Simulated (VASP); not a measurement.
Runs of VASP 6.6.1 on Nb. The structure is that of space group Im-3m (No. 229), or close to it. The cells are those of the table. 

```csv
task,level,cell,cutoff (eV),gap on the mesh (eV),pressure (GPa),relaxed volume (Å³/atom)
single point,r2SCAN,"a = 2.862 Å, angles 109.5°, 1 atom",550,none,-0.2,-
single point,PBE,"a = 2.869 Å, angles 109.5°, 1 atom",500,none,-0.4,-
relaxation of cell and atoms,PBE,"relaxed from a = 2.882 Å, angles 109.5°, 1 atom",500,none,0.0,(a)
single point,PBE,"a = 2.862 Å, angles 109.5°, 1 atom",520,none,1.0,-
relaxation of cell and atoms,r2SCAN,"relaxed from a = 2.869 Å, angles 109.5°, 1 atom",550,none,0.0,(b)
```

Alike in all rows: potentials or basis VASP PAW PBE potentials, release 64 (Nb_sv); no spin polarisation; k mesh 10 × 10 × 10; smearing fermi-dirac 0.02 eV.

**Question.** Estimate the missing entries.

**Answer.** (a) 18.14; (b) 18.02.

Caveats: the PAW data sets were made with another functional, which shifts forces and pressure a little (some runs).

A k mesh can miss the band edges, and the runs leave out spin-orbit coupling on Nb.

A gap of «none» marks levels without a gap at the run's occupations.
